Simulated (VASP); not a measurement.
Al, 4 atoms in the cell. Symmetry: P6_3/mmc, No. 194, hexagonal system. The conventional cell has a = 2.827 Å, b = 2.827 Å, c = 9.186 Å, α = 90.00°, β = 90.00°, γ = 120.00°. Within 3.7 Å of Al (site symmetry -3m) lie 12 Al at 2.82 to 2.83 Å. Within 3.7 Å of Al (site symmetry -6m2) lie 12 Al at 2.82 to 2.83 Å. This isn't the form of Al at room conditions, which is fcc.

* Program: VASP 6.6.1
* Task: single point
* Functional: PBEsol
* Potentials or basis: VASP PAW PBE potentials, release 64 (Al)
* Cutoff: 500 eV
* k mesh: 10 × 10 × 3
* Occupations: gaussian, width 0.2 eV
* Spin: no spin polarisation
* Dipole correction: no
* Further INCAR settings: ALGO = Normal; EDIFF = 1e-06; NBANDS = 14

Potentials or basis: VASP PAW PBE potentials, release 64 (Al).

Command:

```console
$ cat potpaw_PBE.64/Al/POTCAR > POTCAR
$ mpirun -np 1 vasp_std > vasp.out
```

Hardware: 1 thread of Intel(R) Xeon(R) Platinum 8488C (Sapphire Rapids), with other jobs on the host.

**Question.** How long does it take, and how much memory?

**Answer.** It took 18 s on 1 thread of Intel(R) Xeon(R) Platinum 8488C (Sapphire Rapids), with other jobs on the host, peak memory 0.18 GiB. Counts: scf iterations 10, k points 28.
